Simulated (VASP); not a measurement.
Set up this calculation in VASP 6.6.1, as the native input.

```yaml
Task: single point
Functional: PBE
Potentials_or_basis: VASP PAW PBE potentials, release 64 (Si, C)
Cutoff: 520 eV
k_mesh: 12 × 12 × 6
Occupations: gaussian, width 0.05 eV
Spin: no spin polarisation
Dipole_correction: no
Further_INCAR_settings: ALGO = Normal; EDIFF = 1e-06; NBANDS = 16
```

The structure of SiC lies in POSCAR:

```
SiC
1.0
    3.0919867344      0.0000000000      0.0000000000
   -1.5459933672      2.6777390602      0.0000000000
    0.0000000000      0.0000000000      5.0737646004
Si C
2 2
Direct
    0.4653991306      0.7326995653      0.0291531367
    0.7987324639      0.3993662320      0.5291531367
    0.3333333333      0.6666666667      0.3804363282
    0.6666666667      0.3333333333      0.8804363282
```

This cell differs from its parent crystal: all Si atoms moved -0.375 Å, as atom 1 towards its neighbour atom 4 (C) at 1.893 Å.

These files were run (other wordings do the same):

INCAR

```
PREC = Accurate
ENCUT = 520
EDIFF = 1E-6
ISMEAR = 0
SIGMA = 0.05
LREAL = False
LASPH = True
NELM = 60
ALGO = Normal
ISIF = 2
LWAVE = False
LCHARG = True
GGA = PE
LELF = True
LVHAR = True
NBANDS = 16
```

KPOINTS

```
Automatic mesh
0
Gamma
  12 12 6
```

Potentials or basis: VASP PAW PBE potentials, release 64 (Si, C).

The run is started by

```console
$ cat potpaw_PBE.64/Si/POTCAR potpaw_PBE.64/C/POTCAR > POTCAR
$ mpirun -np 1 vasp_std > vasp.out
```

Results of the run:

* Pressure: 12.9 GPa
* Largest force: 8.206 eV/Å
* Band gap on the k mesh: 0.51 eV, indirect (least direct gap 2.77 eV)

Caveat: the cell differs from its parent crystal (all Si atoms moved -0.375 Å, as atom 1 towards its neighbour atom 4 (C) at 1.893 Å); forces of over 1 eV/Å act on the atoms, so gaps and moduli don't describe the material at rest.

Wall time 4.3 min on 1 thread of AMD EPYC 7R13 (shared host), peak memory 0.23 GiB.
